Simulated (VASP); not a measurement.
# WSe2 (P6_3/mmc) in VASP: notebook, part 2 of 2

VASP 6.6.1. The steps go on from the part before.

### 4 Single point, PBE+D3(BJ) (strain +0.030 along x and y, +0.030 along z)

File INCAR:

```
ALGO     = Normal         # electronic algorithm
EDIFF    = 1E-7           # SCF threshold, eV
ENCUT    = 520            # plane-wave cutoff, eV
GGA      = PE             # functional
ISIF     = 2              # what is computed and relaxed
ISMEAR   = 0              # smearing method
IVDW     = 12             # dispersion correction
LASPH    = True           # aspherical terms in the spheres
LCHARG   = True           # write CHGCAR
LELF     = True           # ELF
LREAL    = False          # projectors in reciprocal space
LVHAR    = True         
LWAVE    = False          # write WAVECAR
NBANDS   = 35             # bands
NELM     = 80             # most SCF steps
PREC     = Accurate       # precision mode
SIGMA    = 0.05           # smearing width, eV
```

File KPOINTS:

```
k-points
0
Gamma
  12 12 2
```

File POSCAR:

```
WSe2
1.0
    3.3773983872      0.0000000000      0.0000000000
   -1.6886991936      2.9249128020      0.0000000000
    0.0000000000      0.0000000000     13.1722696866
W Se
2 4
Direct
    0.3333333333      0.6666666667      0.2500000000
    0.6666666667      0.3333333333      0.7500000000
    0.3333333333      0.6666666667      0.6182912225
    0.6666666667      0.3333333333      0.1182912225
    0.3333333333      0.6666666667      0.8817087775
    0.6666666667      0.3333333333      0.3817087775
```

Potentials or basis: VASP PAW PBE potentials, release 64 (W_sv, Se).

Command:

```sh
$ cat potpaw_PBE.64/W_sv/POTCAR potpaw_PBE.64/Se/POTCAR > POTCAR
$ mpirun -np 1 vasp_std > vasp.out
```

OUTCAR:

```text
EDIFF = 1E-7
   ENCUT = 520
   GGA = PE
   ISIF = 2
   ISMEAR = 0
   IVDW = 12
   LASPH = True
   LREAL = False
   NELM = 80
   PREC = Accurate
 IVDW          = 12

 ion  position               nearest neighbor table
   1  0.333  0.667  0.250-   4 2.61   6 2.61   4 2.61   6 2.61   4 2.61   6 2.61
   2  0.667  0.333  0.750-   3 2.61   5 2.61   3 2.61   5 2.61   3 2.61   5 2.61
   3  0.333  0.667  0.618-   2 2.61   2 2.61   2 2.61
   4  0.667  0.333  0.118-   1 2.61   1 2.61   1 2.61
   5  0.333  0.667  0.882-   2 2.61   2 2.61   2 2.61
   6  0.667  0.333  0.382-   1 2.61   1 2.61   1 2.61

  LATTYP: Found a hexagonal cell.
 ALAT       =     3.3773983872
 C/A-ratio  =     3.9001231648

  Lattice vectors:

 A1 = (   3.3773983872,   0.0000000000,   0.0000000000)
 A2 = (  -1.6886991936,   2.9249128020,   0.0000000000)
 A3 = (   0.0000000000,   0.0000000000,  13.1722696866)

Analysis of symmetry for initial positions (statically):
=====================================================================
 Subroutine PRICEL returns:
[... 185 lines left out ...]
 cond. band min:       6.4069656185   @ k =   0.1667   0.1667   0.0000
 fundamental gap:      0.9459861737
 Fermi energy:         5.7689653196

 k-point     1 :       0.0000    0.0000    0.0000
  band No.  band energies     occupation
      1     -68.9597      2.00000
      2     -68.9596      2.00000
      3     -33.1224      2.00000
      4     -33.1224      2.00000
      5     -33.0469      2.00000
      6     -33.0469      2.00000
[... 901 lines left out ...]
     34       9.0108      0.00000
     35      10.7235      0.00000

 [... further k-points ...]

------------------------ aborting loop because EDIFF is reached ----------------------------------------

 Edisp (eV)   -2.60319

 E8    (eV) :    -1.1611

  FORCE on cell =-STRESS in cart. coord.  units (eV):
  Direction    XX          YY          ZZ          XY          YZ          ZX
  --------------------------------------------------------------------------------------
  -------------------------------------------------------------------------------------
  Total      -7.77874    -7.77874    -9.32708     0.00000     0.00000     0.00000
  in kB     -95.77765   -95.77765  -114.84197     0.00000     0.00000     0.00000
  external pressure =     -102.13 kB  Pullay stress =        0.00 kB

 VOLUME and BASIS-vectors are now :
 -----------------------------------------------------------------------------
  energy-cutoff  :      520.00
  volume of cell :      130.12
      direct lattice vectors                 reciprocal lattice vectors
     3.377398387  0.000000000  0.000000000     0.296085888  0.170945267  0.000000000
    -1.688699194  2.924912802  0.000000000     0.000000000  0.341890534  0.000000000
     0.000000000  0.000000000 13.172269687     0.000000000  0.000000000  0.075917061

 POSITION                                       TOTAL-FORCE (eV/Angst)
 -----------------------------------------------------------------------------------
     -0.00000      1.94994      3.29307         0.000000     -0.000000      0.000000
      1.68870      0.97497      9.87920        -0.000000      0.000000      0.000000
     -0.00000      1.94994      8.14430        -0.000000      0.000000      1.225424
      1.68870      0.97497      1.55816        -0.000000     -0.000000      1.225424
     -0.00000      1.94994     11.61411         0.000000      0.000000     -1.225424
      1.68870      0.97497      5.02797         0.000000     -0.000000     -1.225424
 -----------------------------------------------------------------------------------
    total drift:                               -0.000000      0.000000     -0.000000

  FREE ENERGIE OF THE ION-ELECTRON SYSTEM (eV)
  ---------------------------------------------------
  free  energy   TOTEN  =       -45.5609204608 eV

  energy  without entropy=      -45.5609204608  energy(sigma->0) =      -45.56092046
```

Run time: 2.3 min. Hardware: 1 thread of AMD EPYC 9R45 (Zen 5), shared host; peak memory 0.31 GiB.

Results:

```
Free energy                : -45.5609 eV
Pressure                   : -10.2 GPa
Largest force              : 1.225 eV/Å
Band gap on the k mesh     : 0.95 eV, indirect (least direct gap 1.38 eV)
Dispersion energy per atom : -0.434 eV
```

Forces in eV/Å, atoms in the order of the input:
```
W    0.000  0.000  0.000
W    0.000  0.000  0.000
Se   0.000  0.000  1.225
Se   0.000  0.000  1.225
Se   0.000  0.000 -1.225
Se   0.000  0.000 -1.225
```

Stress tensor (GPa, compression positive):
```
 -9.58   0.00   0.00
  0.00  -9.58   0.00
  0.00   0.00 -11.48
```

Caveat: the cell differs from its parent crystal (strain +0.030 along x and y, +0.030 along z); spin-orbit coupling is left out, which moves the levels of the heavy elements; forces of over 1 eV/Å act on the atoms, so gaps and moduli don't describe the material at rest.

### 5 Summary

| cell | gap on the mesh (eV) | pressure (GPa) | largest force (eV/Å) |
| --- | --- | --- | --- |
| a = 3.328, b = 3.328, c = 13.172 Å, angles 90.0, 90.0, 120.0°, 6 atoms | 0.96 | -7.4 | 0.99 |
| a = 3.377, b = 3.377, c = 12.980 Å, angles 90.0, 90.0, 120.0°, 6 atoms | 0.91 | -8.6 | 0.89 |
| a = 3.377, b = 3.377, c = 13.172 Å, angles 90.0, 90.0, 120.0°, 6 atoms | 0.95 | -10.2 | 1.23 |

Alike in all rows: task single point; level PBE+D3(BJ); potentials or basis VASP PAW PBE potentials, release 64 (W_sv, Se); no spin polarisation; k mesh 12 × 12 × 2; cutoff (eV) 520; smearing gaussian 0.05 eV.

Caveats: spin-orbit coupling is left out, which moves the levels of the heavy elements; forces of over 1 eV/Å act on the atoms, so gaps and moduli don't describe the material at rest (some runs).

Absolute energies hang on the potentials; compare differences alone.
